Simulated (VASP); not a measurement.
# AlNi3 in VASP: notebook

Aim: see how the results for AlNi3 move with the level of theory and the settings. Levels: RPBE+D3(BJ), RPBE+D4, PBE. Tasks: relaxation of cell and atoms, relaxation of the atoms.

Program: VASP 6.6.1. These are calculated values, not measurements. Logs are shortened: lines on timing, memory, paths and dates and some standing lists are left out, and cuts for length are marked.

### Step 1. The cell of the first run

Symmetry: Pm-3m, No. 221, cubic system. The conventional cell has a = 3.523 Å, b = 3.523 Å, c = 3.523 Å, α = 90.00°, β = 90.00°, γ = 90.00°. Ni (site symmetry 4/mmm) has 8 Ni at 2.49 Å and 4 Al at 2.49 Å within 3.3 Å. Within 3.3 Å of Al (site symmetry m-3m) lie 12 Ni at 2.49 Å.

### Step 2. Relaxation of cell and atoms, RPBE+D3(BJ), collinear spin, ferromagnetic start

INCAR reads:

```
PREC = Accurate ; ENCUT = 600
EDIFF = 1E-6 ; ISMEAR = -1
SIGMA = 0.05 ; LREAL = False
LASPH = True ; NELM = 150
ALGO = Normal ; ISIF = 3
LWAVE = False ; LCHARG = False
ISPIN = 2 ; MAGMOM = 1 1 1 0
LORBIT = 11 ; LMAXMIX = 4
GGA = RP ; IVDW = 12
IBRION = 2 ; NSW = 80
EDIFFG = -0.02
```

KPOINTS reads:

```
regular mesh
0
Gamma
  6 6 6
```

POSCAR reads:

```
AlNi3
1.0
    3.5230547267      0.0000000000      0.0000000000
    0.0000000000      3.5230547267      0.0000000000
    0.0000000000      0.0000000000      3.5230547267
Ni Al
3 1
Direct
    0.5000000000      0.5000000000      0.0000000000
    0.5000000000      0.0000000000      0.5000000000
    0.0000000000      0.5000000000      0.5000000000
    0.0000000000      0.0000000000      0.0000000000
```

Potentials or basis: VASP PAW PBE potentials, release 64 (Ni, Al).

Started as:

```
$ cat potpaw_PBE.64/Ni/POTCAR potpaw_PBE.64/Al/POTCAR > POTCAR
$ mpirun -np 1 vasp_std > vasp.out
```

OUTCAR:

```text
PREC = Accurate
   ENCUT = 600
   EDIFF = 1E-6
   ISMEAR = -1
   LREAL = False
   LASPH = True
   NELM = 150
   ISIF = 3
   ISPIN = 2
   LORBIT = 11
   GGA = RP
   IVDW = 12
   IBRION = 2
   NSW = 80
   EDIFFG = -0.02
 IVDW          = 12

 ion  position               nearest neighbor table
   1  0.500  0.500  0.000-   2 2.49   3 2.49   4 2.49   2 2.49   3 2.49   2 2.49   4 2.49   2 2.49
                             3 2.49   4 2.49   3 2.49   4 2.49
   2  0.500  0.000  0.500-   1 2.49   3 2.49   4 2.49   1 2.49   4 2.49   1 2.49   3 2.49   1 2.49
                             3 2.49   4 2.49   4 2.49   3 2.49
   3  0.000  0.500  0.500-   1 2.49   2 2.49   4 2.49   1 2.49   4 2.49   2 2.49   4 2.49   4 2.49
                             1 2.49   2 2.49   1 2.49   2 2.49
   4  0.000  0.000  0.000-   1 2.49   2 2.49   3 2.49   2 2.49   3 2.49   1 2.49   3 2.49   3 2.49
                             1 2.49   2 2.49   2 2.49   1 2.49

  LATTYP: Found a simple cubic cell.
 ALAT       =     3.5230547267

  Lattice vectors:

 A1 = (   3.5230547267,   0.0000000000,   0.0000000000)
 A2 = (   0.0000000000,   3.5230547267,   0.0000000000)
 A3 = (   0.0000000000,   0.0000000000,   3.5230547267)

Analysis of symmetry for initial positions (statically):
=====================================================================
 Subroutine PRICEL returns:
 Original cell was already a primitive cell.

 Routine SETGRP: Setting up the symmetry group for a
 simple cubic supercell.

 Subroutine GETGRP returns: Found 48 space group operations
 (whereof 48 operations were pure point group operations)
 out of a pool of 48 trial point group operations.

The static configuration has the point symmetry O_h .

Analysis of symmetry for dynamics (positions and initial velocities):
=====================================================================
 Subroutine PRICEL returns:
 Original cell was already a primitive cell.

 Routine SETGRP: Setting up the symmetry group for a
 simple cubic supercell.

 Subroutine GETGRP returns: Found 48 space group operations
 (whereof 48 operations were pure point group operations)
 out of a pool of 48 trial point group operations.

The dynamic configuration has the point symmetry O_h .

Analysis of structural, dynamic, and magnetic symmetry:
=====================================================================
 Subroutine PRICEL returns:
 Original cell was already a primitive cell.

 Routine SETGRP: Setting up the symmetry group for a
 simple cubic supercell.

 Subroutine GETGRP returns: Found 48 space group operations
 (whereof 48 operations were pure point group operations)
 out of a pool of 48 trial point group operations.

[... 104 lines left out ...]
   NFREE  =      1    steps in history (QN), initial steepest desc. (CG)
   ISIF   =      3    stress and relaxation
   ISYM   =      2    0-nonsym 1-usesym 2-fastsym
   POTIM  = 0.5000    time-step for ionic-motion
   TEBEG  =    0.0;   TEEND  =   0.0 temperature during run
   PSTRESS=    0.0 pullay stress
   NELECT =      33.0000    total number of electrons
   NUPDOWN=      -1.0000    fix difference up-down
   EMIN   =  10.00;   EMAX   =-10.00  energy-range for DOS
   EFERMI =   0.00;   METHOD = LEGACY
   ISMEAR =    -1;   SIGMA  =   0.05  broadening in eV -4-tet -1-fermi 0-gaus
   EFERMI_NEDOS =   21; number of points for ismear=-14 and -15
   IALGO  =     38    algorithm
   IMIX   =      4    mixing-type and parameters
     AMIX     =   0.40;   BMIX     =  1.00
     AMIX_MAG =   1.60;   BMIX_MAG =  1.00
  volume/ion in A,a.u.               =      10.93        73.77
  Fermi-wavevector in a.u.,A,eV,Ry     =   1.490482  2.816603 30.225843  2.221537
  Thomas-Fermi vector in A             =   2.603258
   LORBIT       =     11    0 simple, 1 ext, 2 COOP (PROOUT), +10 PAW based schemes
   GGA     = RP    functional components
   LHFCALC =     F    Hartree Fock is set to
   AEXX    =    0.0000 exact exchange contribution
   IVDW    =    12    specifies the selected vdW correction
   LEPSILON=     F    determine dielectric tensor
   LRPA    =     F    only Hartree local field effects (RPA)
 conjugate gradient relaxation of ions
 spin polarized calculation
  energy-cutoff  :      600.00
  volume of cell :       43.73
 maximum number of plane-waves:      1492
   NGX = 15   NGY = 15   NGZ = 15

--------------------------------------- Ionic step        1  -------------------------------------------

 number of electron      32.9999980 magnetization       0.7050825

 Free energy of the ion-electron system (eV)
  ---------------------------------------------------
  ext. energy  EPLUGINS =         0.00000000
  ---------------------------------------------------
  free energy    TOTEN  =       -19.95994398 eV

  energy without entropy =      -19.93277057  energy(sigma->0) =      -19.94635728

------------------------ aborting loop because EDIFF is reached ----------------------------------------

 Edisp (eV)   -9.54610

 E8    (eV) :    -6.1795
[... 117 lines left out ...]
--------------------------------------- Ionic step        4  -------------------------------------------

 number of electron      33.0000017 magnetization      -0.6278398

 Free energy of the ion-electron system (eV)
  ---------------------------------------------------
  ext. energy  EPLUGINS =         0.00000000
  ---------------------------------------------------
  free energy    TOTEN  =       -19.27819470 eV

  energy without entropy =      -19.25047952  energy(sigma->0) =      -19.26433711

 E-fermi :  11.5714     XC(G=0): -13.3292

 val. band max:       11.5701282493   @ k =   0.5000   0.0000   0.0000
 cond. band min:      11.5733995903   @ k =   0.3333   0.3333   0.1667
 fundamental gap:      0.0032713410
 Fermi energy:        11.5714162519

 spin component 1

 k-point     1 :       0.0000    0.0000    0.0000
  band No.  band energies     occupation
      1       0.6478      1.00000
      2       6.4985      1.00000
      3       7.3413      1.00000
      4       7.3413      1.00000
      5       7.8913      1.00000
      6       7.8913      1.00000
[... 489 lines left out ...]
     21      16.4987      0.00000
     22      16.4987      0.00000
 Fermi energy:        11.5714162519

 spin component 2

 k-point     1 :       0.0000    0.0000    0.0000
  band No.  band energies     occupation
      1       0.6756      1.00000
      2       6.4324      1.00000
      3       7.2125      1.00000
      4       7.2125      1.00000
      5       7.6381      1.00000
      6       7.6381      1.00000
[... 524 lines left out ...]
  FREE ENERGIE OF THE ION-ELECTRON SYSTEM (eV)
  ---------------------------------------------------
  free  energy   TOTEN  =       -29.8272365420 eV

  energy  without entropy=      -29.7995213675  energy(sigma->0) =      -29.81337895

 reached required accuracy - stopping structural energy minimisation

 total charge

# of ion       s       p       d       tot
------------------------------------------
    1        0.557   0.653   8.450   9.660
    2        0.557   0.653   8.450   9.660
    3        0.557   0.653   8.450   9.660
    4        0.433   0.457   0.000   0.890
--------------------------------------------------
tot          2.105   2.415  25.350  29.870

 magnetization (x)

# of ion       s       p       d       tot
------------------------------------------
    1        0.003   0.009  -0.231  -0.219
    2        0.003   0.009  -0.231  -0.219
    3        0.003   0.009  -0.231  -0.219
    4        0.000   0.008   0.000   0.008
--------------------------------------------------
tot          0.008   0.035  -0.692  -0.648
```

OSZICAR:

```text
N       E                     dE             d eps       ncg     rms          rms(c)
DAV:   1     0.205464157299E+03    0.20546E+03   -0.16529E+04  1768   0.221E+03
DAV:   2    -0.132057202249E+02   -0.21867E+03   -0.20862E+03  1760   0.364E+02
[... 40 lines left out ...]
       N       E                     dE             d eps       ncg     rms          rms(c)
DAV:   1    -0.192809278007E+02    0.17953E-01   -0.26334E-02  1784   0.267E+00    0.470E-01
DAV:   2    -0.192806553946E+02    0.27241E-03   -0.27844E-02  1970   0.301E+00    0.385E-01
DAV:   3    -0.192782559183E+02    0.23995E-02   -0.79513E-03  1958   0.164E+00    0.686E-02
DAV:   4    -0.192781979632E+02    0.57955E-04   -0.14331E-04  1800   0.108E-01    0.293E-02
DAV:   5    -0.192781954372E+02    0.25260E-05   -0.61509E-06  2108   0.306E-02    0.771E-03
DAV:   6    -0.192781946958E+02    0.74144E-06   -0.90712E-07  1050   0.127E-02
   4 F= -.29827237E+02 E0= -.29813379E+02  d E =-.321193E+00  mag=    -0.6275
```

Run time: 1.8 min. Hardware: 1 thread of Intel Xeon Platinum 8488C (Sapphire Rapids), shared host; peak memory 0.2 GiB.

What came out:

* Free energy: -29.8272 eV
* Relaxed volume: 9.85 Å³/atom
* Relaxed cell: a = 3.403 Å, b = 3.403 Å, c = 3.403 Å, α = 90.00°, β = 90.00°, γ = 90.00°
* Space group after relaxing (to 0.1 Å): Pm-3m (No. 221)
* Energy gained by relaxing: 80.3 meV/atom
* Ionic steps: 4
* Pressure after relaxing: 0.0 GPa
* Net moment: -0.63 μB per cell
* Site moments: Ni -0.22; Al +0.01 μB
* Valence electrons inside the program's atomic spheres: Ni 9.66; Al 0.89
* Dispersion energy per atom: -2.637 eV

The path:
```tsv
step	energy change (eV)	largest force (eV/Å)	pressure (GPa)	volume (Å³)
1	0.0000	0.0000	-21.49	43.73
2	0.1494	0.0000	38.79	35.09
3	-0.3210	0.0000	-0.44	39.49
4	-0.3212	0.0000	-0.03	39.41
```

Final structure:
```xyz
4
Lattice="3.4031 0.0000 0.0000 0.0000 3.4031 0.0000 0.0000 0.0000 3.4031" Properties=species:S:1:pos:R:3 pbc="T T T"
Ni    1.7015    1.7015    0.0000
Ni    1.7015    0.0000    1.7015
Ni    0.0000    1.7015    1.7015
Al    0.0000    0.0000    0.0000
```

Levels at points of the mesh, in eV from the Fermi level:
Spin up:
```csv
k point,band 14,band 15,band 16,band 17,band 18,band 19
"(0.00, 0.00, 0.00)",0.40,0.40,0.40,0.89,0.89,0.89
"(0.50, 0.00, 0.00)",-1.12,-0.99,-0.39,0.40,6.10,6.10
"(0.50, 0.50, 0.00)",-1.29,-0.94,-0.73,-0.55,1.34,1.34
"(0.50, 0.50, 0.50)",-1.07,-1.07,-0.40,0.12,0.12,0.12
```
Spin down:
```tsv
k point	band 15	band 16	band 17	band 18	band 19	band 20
(0.00, 0.00, 0.00)	0.00	0.00	0.92	0.92	0.92	7.33
(0.50, 0.00, 0.00)	-1.19	-0.56	0.00	6.05	6.05	6.25
(0.50, 0.50, 0.00)	-1.11	-1.10	-0.67	1.08	1.08	8.84
(0.50, 0.50, 0.50)	-1.23	-0.39	-0.22	-0.22	-0.22	4.36
```

Caveat: the dispersion term is far too large for a dense solid, which distorts pressure and volume; the PAW data sets were made with another functional, which shifts forces and pressure a little.

### Step 3. Relaxation of cell and atoms, RPBE+D4, collinear spin, ferromagnetic start

INCAR reads:

```
SYSTEM = AlNi3
  PREC = Accurate
  ENCUT = 600
  EDIFF = 1E-7
  ISMEAR = -1
  SIGMA = 0.05
  LREAL = .FALSE.
  LASPH = .TRUE.
  NELM = 150
  ALGO = Normal
  ISIF = 3
  LWAVE = .FALSE.
  LCHARG = .FALSE.
  ISPIN = 2
  MAGMOM = 1 1 1 0
  LORBIT = 11
  LMAXMIX = 4
  GGA = RP
  IVDW = 13
  IBRION = 2
  NSW = 80
  EDIFFG = -0.02
```

KPOINTS reads:

```
Automatic mesh
0
G
  6 6 6
  0 0 0
```

POSCAR is that of step 2.

Potentials or basis: VASP PAW PBE potentials, release 64 (Ni, Al).

Started as:

```
$ cat potpaw_PBE.64/Ni/POTCAR potpaw_PBE.64/Al/POTCAR > POTCAR
$ mpirun -np 1 vasp_std > vasp.out
```

OUTCAR:

```text
SYSTEM = AlNi3
   PREC = Accurate
   ENCUT = 600
   EDIFF = 1E-7
   ISMEAR = -1
   LREAL = .FALSE.
   LASPH = .TRUE.
   NELM = 150
   ISIF = 3
   ISPIN = 2
   LORBIT = 11
   GGA = RP
   IVDW = 13
   IBRION = 2
   NSW = 80
   EDIFFG = -0.02

 ion  position               nearest neighbor table
   1  0.500  0.500  0.000-   2 2.49   3 2.49   4 2.49   2 2.49   3 2.49   2 2.49   4 2.49   2 2.49
                             3 2.49   4 2.49   3 2.49   4 2.49
   2  0.500  0.000  0.500-   1 2.49   3 2.49   4 2.49   1 2.49   4 2.49   1 2.49   3 2.49   1 2.49
                             3 2.49   4 2.49   4 2.49   3 2.49
   3  0.000  0.500  0.500-   1 2.49   2 2.49   4 2.49   1 2.49   4 2.49   2 2.49   4 2.49   4 2.49
                             1 2.49   2 2.49   1 2.49   2 2.49
   4  0.000  0.000  0.000-   1 2.49   2 2.49   3 2.49   2 2.49   3 2.49   1 2.49   3 2.49   3 2.49
                             1 2.49   2 2.49   2 2.49   1 2.49

  LATTYP: Found a simple cubic cell.
 ALAT       =     3.5230547267
[... 296 lines left out ...]

 k-point     1 :       0.0000    0.0000    0.0000
  band No.  band energies     occupation
      1      -0.0738      1.00000
      2       5.6061      1.00000
      3       6.2967      1.00000
      4       6.2967      1.00000
      5       6.6604      1.00000
      6       6.6604      1.00000
[... 489 lines left out ...]
     21      14.2983      0.00000
     22      14.2983      0.00000
 Fermi energy:        10.1056361528

 spin component 2

 k-point     1 :       0.0000    0.0000    0.0000
  band No.  band energies     occupation
      1      -0.1113      1.00000
      2       5.6807      1.00000
      3       6.4438      1.00000
      4       6.4438      1.00000
      5       6.9509      1.00000
      6       6.9509      1.00000
[... 524 lines left out ...]
  FREE ENERGIE OF THE ION-ELECTRON SYSTEM (eV)
  ---------------------------------------------------
  free  energy   TOTEN  =       -23.6222107142 eV

  energy  without entropy=      -23.5950433609  energy(sigma->0) =      -23.60862704

 reached required accuracy - stopping structural energy minimisation

 total charge

# of ion       s       p       d       tot
------------------------------------------
    1        0.507   0.549   8.389   9.446
    2        0.507   0.549   8.389   9.446
    3        0.507   0.549   8.389   9.446
    4        0.417   0.409   0.000   0.826
--------------------------------------------------
tot          1.939   2.056  25.168  29.163

 magnetization (x)

# of ion       s       p       d       tot
------------------------------------------
    1       -0.003  -0.011   0.264   0.251
    2       -0.003  -0.011   0.264   0.251
    3       -0.003  -0.011   0.264   0.251
    4       -0.001  -0.009   0.000  -0.010
--------------------------------------------------
tot         -0.010  -0.041   0.793   0.743
```

Wall time 1.7 min (1 thread of Intel Xeon Platinum 8488C (Sapphire Rapids), shared host); peak memory 0.2 GiB.

Results:

```
Free energy                                           : -23.6222 eV
Relaxed volume                                        : 10.90 Å³/atom
Relaxed cell                                          : a = 3.519 Å, b = 3.519 Å, c = 3.519 Å, α = 90.00°, β = 90.00°, γ = 90.00°
Space group after relaxing (to 0.1 Å)                 : Pm-3m (No. 221)
Energy gained by relaxing                             : 0.1 meV/atom
Ionic steps                                           : 3
Pressure after relaxing                               : 0.1 GPa
Net moment                                            : 0.70 μB per cell
Site moments                                          : Ni +0.25; Al -0.01 μB
Valence electrons inside the program's atomic spheres : Ni 9.45; Al 0.83
Dispersion energy per atom                            : -0.918 eV
```

The path:
| step | energy change (eV) | largest force (eV/Å) | pressure (GPa) | volume (Å³) |
| --- | --- | --- | --- | --- |
| 1 | 0.0000 | 0.0000 | -0.55 | 43.73 |
| 2 | -0.0001 | 0.0000 | 0.49 | 43.49 |
| 3 | -0.0002 | 0.0000 | 0.07 | 43.58 |

Final structure:
```xyz
4
Lattice="3.5191 0.0000 0.0000 0.0000 3.5191 0.0000 0.0000 0.0000 3.5191" Properties=species:S:1:pos:R:3 pbc="T T T"
Ni    1.7596    1.7596    0.0000
Ni    1.7596    0.0000    1.7596
Ni    0.0000    1.7596    1.7596
Al    0.0000    0.0000    0.0000
```

Caveat: the PAW data sets were made with another functional, which shifts forces and pressure a little.

### Step 4. Relaxation of the atoms, PBE, collinear spin, ferromagnetic start

This run uses another cell than the first one, of 10.50 Å³/atom.

INCAR reads:

```
PREC = Accurate
ENCUT = 520
EDIFF = 1E-6
ISMEAR = -1
SIGMA = 0.05
LREAL = False
LASPH = True
NELM = 150
ALGO = Normal
ISIF = 2
LWAVE = False
LCHARG = False
ISPIN = 2
MAGMOM = 1 1 1 0
LORBIT = 11
LMAXMIX = 4
GGA = PE
IBRION = 2
NSW = 60
EDIFFG = -0.01
```

KPOINTS reads:

```
Automatic mesh
0
Gamma
  7 7 6
```

POSCAR, as its differences from that of step 3:

```diff
@@ -2,4 +2,4 @@
 1.0
-    3.5230547267      0.0000000000      0.0000000000
-    0.0000000000      3.5230547267      0.0000000000
+    3.4525936322      0.0000000000      0.0000000000
+    0.0000000000      3.4525936322      0.0000000000
     0.0000000000      0.0000000000      3.5230547267
```

Started as:

```
$ cat potpaw_PBE.64/Ni/POTCAR potpaw_PBE.64/Al/POTCAR > POTCAR
$ mpirun -np 1 vasp_std > vasp.out
```

Wall time 87 s (1 thread of Oxide Virtual Turin-like, shared host); peak memory 0.17 GiB.

It converged, with:

| Item | Value |
| --- | --- |
| Free energy | -21.7447 eV |
| Pressure after relaxing | 16.9 GPa |
| Net moment | 0.65 μB per cell |
| Site moments | Ni +0.23; Al -0.01 μB |
| Valence electrons inside the program's atomic spheres | Ni 9.53; Al 0.84 |

Stress tensor (GPa, compression positive):
```
17.64  0.00  0.00
 0.00 17.64  0.00
 0.00  0.00 15.56
```

Final structure:
```cif
data_structure
_symmetry_space_group_name_H-M 'P 1'
_symmetry_Int_Tables_number 1
_cell_length_a 3.4526
_cell_length_b 3.4526
_cell_length_c 3.5231
_cell_angle_alpha 90.000
_cell_angle_beta 90.000
_cell_angle_gamma 90.000
_cell_volume 42.00
loop_
_atom_site_label
_atom_site_type_symbol
_atom_site_fract_x
_atom_site_fract_y
_atom_site_fract_z
_atom_site_occupancy
Ni1 Ni 0.50000 0.50000 0.00000 1
Ni2 Ni 0.50000 0.00000 0.50000 1
Ni3 Ni 0.00000 0.50000 0.50000 1
Al1 Al 0.00000 0.00000 0.00000 1
```

Levels at points of the mesh, in eV from the Fermi level:
Spin up:
```csv
k point,band 14,band 15,band 16,band 17,band 18,band 19,band 20,band 21
"(0.00, 0.00, 0.00)",-0.07,-0.07,0.03,0.58,1.04,1.04,6.78,7.09
"(0.00, 0.00, 0.50)",-1.26,-1.13,-0.48,0.03,5.84,5.84,5.91,5.91
```
Spin down:
| k point | band 14 | band 15 | band 16 | band 17 | band 18 | band 19 |
| --- | --- | --- | --- | --- | --- | --- |
| (0.00, 0.00, 0.00) | 0.33 | 0.33 | 0.42 | 0.55 | 1.01 | 1.01 |
| (0.00, 0.00, 0.50) | -0.98 | -0.92 | -0.31 | 0.42 | 5.89 | 5.89 |

### Step 5. Summary

| task | level | cell | k mesh | cutoff (eV) | gap on the mesh (eV) | pressure (GPa) | moment (μB) | relaxed volume (Å³/atom) |
| --- | --- | --- | --- | --- | --- | --- | --- | --- |
| relaxation of cell and atoms | RPBE+D3(BJ) | relaxed from a = 3.523 Å, 4 atoms | 6 × 6 × 6 | 600 | none | 0.0 | 0.63 | 9.85 |
| relaxation of cell and atoms | RPBE+D4 | relaxed from a = 3.523 Å, 4 atoms | 6 × 6 × 6 | 600 | none | 0.1 | 0.70 | 10.90 |
| relaxation of the atoms | PBE | atoms relaxed from a = 3.453, b = 3.453, c = 3.523 Å, 4 atoms | 7 × 7 × 6 | 520 | none | 16.9 | 0.65 | - |

Alike in all rows: potentials or basis VASP PAW PBE potentials, release 64 (Ni, Al); spin collinear, ferromagnetic start; smearing fermi-dirac 0.05 eV.

Caveats: the PAW data sets were made with another functional, which shifts forces and pressure a little (at least some runs); the dispersion term is far too large for a dense solid, which distorts pressure and volume (at least some runs).

Absolute energies hang on the potentials; compare differences alone.

The gap in the log of VASP goes by the Fermi energy; the results here count the filled bands.